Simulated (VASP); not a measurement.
## InH: single point with PBE

The system is InH.

```xyz
2
Lattice="2.8919 0.0000 0.0000 0.0000 2.8919 0.0000 0.0000 0.0000 3.7905" Properties=species:S:1:pos:R:3 pbc="T T T"
In    1.4460    1.4460    1.8953
H     0.0000    0.0000    0.0000
```

```yaml
Program: VASP 6.6.1
Task: single point
Functional: PBE
Potentials_or_basis: VASP PAW PBE potentials, release 64 (In_d, H)
Cutoff: 520 eV
k_mesh: 6 × 6 × 6
Occupations: gaussian, width 0.1 eV
Spin: no spin polarisation
Dipole_correction: no
Further_INCAR_settings: ALGO = Normal; EDIFF = 1e-06; NBANDS = 14
```

```yaml
Pressure: 3.1 GPa
Band_gap_on_the_k_mesh: zero (bands 7 and 8 overlap by 3.25 eV)
```

Stress tensor (GPa, compression positive):
```
 7.25  0.00  0.00
 0.00  7.25  0.00
 0.00  0.00 -5.19
```

Levels at points of the mesh, in eV from the Fermi level:
| k point | band 5 | band 6 | band 7 | band 8 | band 9 | band 10 |
| --- | --- | --- | --- | --- | --- | --- |
| (0.00, 0.00, 0.00) | -14.31 | -9.55 | 0.69 | 1.82 | 8.96 | 8.96 |
| (0.50, 0.00, 0.00) | -14.39 | -4.95 | -4.41 | 2.92 | 5.66 | 9.06 |
| (0.50, 0.50, 0.00) | -14.02 | -1.02 | -0.01 | -0.01 | 0.49 | 9.49 |
| (0.00, 0.00, 0.50) | -14.31 | -7.54 | -5.76 | 7.02 | 10.38 | 10.38 |
| (0.50, 0.00, 0.50) | -14.30 | -2.90 | -2.29 | -2.13 | 0.06 | 13.97 |
| (0.50, 0.50, 0.50) | -14.02 | -0.67 | 1.12 | 1.12 | 2.31 | 4.00 |

Wall time 5.1 s on 1 thread of Intel(R) Xeon(R) Platinum 8559C (Emerald Rapids) (shared host), peak memory 0.15 GiB.

Caveat: the k points lie up to 0.36 Å⁻¹ apart, too coarse for converged energies and pressures of a metal; spin-orbit coupling is left out, which moves the levels of the heavy elements.
